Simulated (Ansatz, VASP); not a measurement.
TiZn3: VASP beside Ansatz

INCAR

```
PREC = Accurate
ENCUT = 520
EDIFF = 1E-6
ISMEAR = -1
SIGMA = 0.05
LREAL = False
LASPH = True
NELM = 100
ALGO = Normal
ISIF = 2
LWAVE = False
LCHARG = False
GGA = CA
NBANDS = 32
```

Contents of KPOINTS:

```
regular mesh
0
Gamma
  9 9 9
```

Contents of POSCAR:

```
TiZn3
1.0
    3.8928780000      0.0000000000      0.0000000000
    0.0000000000      3.8928780000      0.0000000000
    0.0000000000      0.0000000000      3.9322000000
Ti Zn
1 3
Direct
    0.0000000000      0.0000000000      0.0000000000
    0.0000000000      0.5000000000      0.5000000000
    0.5000000000      0.0000000000      0.5000000000
    0.5000000000      0.5000000000      0.0000000000
```

Input for Ansatz:

```yaml
crystal:
  lattice:
    - [3.892878, 0.0, 0.0]
    - [0.0, 3.892878, 0.0]
    - [0.0, 0.0, 3.9322]
  atoms:
    - { symbol: Ti, position: [0.0, 0.0, 0.0] }
    - { symbol: Zn, position: [0.0, 0.5, 0.5] }
    - { symbol: Zn, position: [0.5, 0.0, 0.5] }
    - { symbol: Zn, position: [0.5, 0.5, 0.0] }
kpoints:
  mp_grid: { grid: [9, 9, 9] }
  band_path:
    path:
      - [0.0, 0.0, 0.0]
      - [0.0, 0.5, 0.0]
      - [0.5, 0.5, 0.0]
      - [0.0, 0.0, 0.0]
      - [0.0, 0.0, 0.5]
      - [0.0, 0.5, 0.5]
      - [0.5, 0.5, 0.5]
      - [0.0, 0.0, 0.5]
      - [0.0, 0.5, 0.0]
    npoints: 5
scf:
  occupations: { method: fermi_dirac, width: 0.05 }
hamiltonian:
  xc: lda
  pseudopotentials: { kind: all_electron, lapw: { basis_error: 0.001 } }
output:
  forces: true
  stress: true
  eigenvalues: true
```

Change from the starting cell: equal xx and yy strain of -1 %.

Alike in both runs: task single point; functional LDA; k mesh 9 × 9 × 9; occupations fermi-dirac, width 0.05 eV; no spin polarisation.

```csv
,VASP,Ansatz
version,VASP 6.6.1,Ansatz 0.2.0
potentials or method,"VASP PAW LDA potentials, release 64 (Ti_sv, Zn), cutoff 520 eV","all-electron LAPW, scalar-relativistic"
```

|  | VASP | Ansatz | Ansatz less VASP |
| --- | --- | --- | --- |
| pressure (GPa) | -7.8 | -8.2 | -0.48 |
| traceless stress, the component that is largest in VASP (GPa) | -0.14 | -0.14 | +0.001 |

LDA's correlation is that of Perdew and Zunger in VASP and of Perdew and Wang (1992) in Ansatz. Ansatz ran all-electron here, and VASP with PAW potentials.
